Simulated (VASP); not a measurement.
BaTiO3:

```
Ba Ti O
1.0
     2.86488    1.65404    2.34823
    -2.86488    1.65404    2.34823
     0.00000   -3.30808    2.34823
Ba Ti O
1 1 3
Cartesian
  0.0000 0.0000 0.0000
  0.0000 0.0000 3.6210
  0.0000 -1.6206 4.6136
  -1.4035 0.8103 4.6136
  1.4035 0.8103 4.6136
```

Base run:

```yaml
Program: VASP 6.6.1
Functional: PBE
Potentials_or_basis: VASP PAW PBE potentials, release 64 (Ba_sv, Ti_sv, O_h)
Cutoff: 910 eV
k_mesh: 9 × 9 × 9
Occupations: fermi-dirac, width 0.05 eV
Spin: no spin polarisation
```

Its results: band gap on the k mesh 2.29 eV (least direct gap 2.67 eV); pressure -0.3 GPa; largest force 0.288 eV/Å.

Task: The run is repeated on the same cell with these changes: potentials or basis from VASP PAW PBE potentials, release 64 (Ba_sv, Ti_sv, O_h) to VASP PAW PBE potentials, release 64 (Ba_sv, Ti_sv, O); cutoff from 910 eV to 520 eV. What comes out?

Result: Band gap on the k mesh 2.29 eV (least direct gap 2.67 eV); pressure 0.1 GPa; largest force 0.259 eV/Å.

Caveats: spin-orbit coupling is left out, which moves the levels of the heavy elements.

A k mesh can miss the band edges.
